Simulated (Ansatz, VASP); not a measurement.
One calculation of GaAs, two programs

```
CELL_PARAMETERS angstrom
0.00000 2.80154 2.80154
2.80154 0.00000 2.80154
2.80154 2.80154 0.00000
ATOMIC_POSITIONS crystal
Ga 0.00000 0.00000 0.00000
As 0.75000 0.75000 0.75000
```

Alike in both runs: task relaxation of cell and atoms; functional LDA; k mesh 10 × 10 × 10; occupations gaussian, width 0.02 eV; no spin polarisation.

|  | VASP | Ansatz |
| --- | --- | --- |
| version | VASP 6.6.1 | Ansatz 0.2.0 |
| potentials or method | VASP PAW LDA potentials, release 64 (Ga_d, As), cutoff 600 eV | scalar-relativistic, plane waves, PAW |
| valence electrons in the cell | 18 | 28 |

|  | VASP | Ansatz | Ansatz less VASP |
| --- | --- | --- | --- |
| gap on the k mesh at the Fermi level, each at its own relaxed structure (eV) | 0.51 | 0.49 | -0.015 |
| relaxed volume (Å³/atom) | 22.08 | 21.99 | -0.089 |
| relaxed length of the cell vector where the two differ most in proportion (Å) | 3.967 | 3.962 | -0.0053 |

Ansatz warns that its potentials were made for another functional, while VASP's fit it. LDA's correlation is that of Perdew and Zunger in VASP and of Perdew and Wang (1992) in Ansatz. VASP's potentials hold 18 valence electrons a cell and Ansatz's 28, so a difference there can come from the potentials and not from the codes.
